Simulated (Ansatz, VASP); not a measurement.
B4N3 in VASP and in Ansatz

```
B N
1.0
     2.46577   -4.20385   -0.01963
     2.46577    4.20385   -0.01963
    -1.66134    0.00000    2.88722
B N
4 3
Cartesian
  0.3625 2.0733 1.9440
  2.9077 2.0733 0.9040
  1.6351 0.0355 1.4240
  1.6351 4.1982 1.4240
  1.6351 -2.7920 1.4240
  2.8594 -0.6920 1.5362
  0.4108 -0.6920 1.3118
```

Alike in both runs: task single point; functional PBE; k mesh 8 × 8 × 10; occupations gaussian, width 0.1 eV; no spin polarisation.

```csv
,VASP,Ansatz
version,VASP 6.6.1,Ansatz 0.2.0
potentials or method,"VASP PAW PBE potentials, release 64 (B, N), cutoff 520 eV","scalar-relativistic, plane waves, PAW"
valence electrons in the cell,27,27
```

```tsv
	VASP	Ansatz	Ansatz less VASP
gap on the k mesh at the Fermi level (eV)	none	none	-
pressure (GPa)	0.1	0.0	-0.09
traceless stress, the component that is largest in VASP (GPa)	-0.21	0.00	+0.213
rms of the force components (eV/Å)	0.007	0.001	-0.0051
```

Atom by atom the forces differ by 0.007 eV/Å (rms over components). A gap of «none» marks a metal or a gap that the smearing closes. With one functional, cell and mesh, what is left measures potentials, basis and numerics.
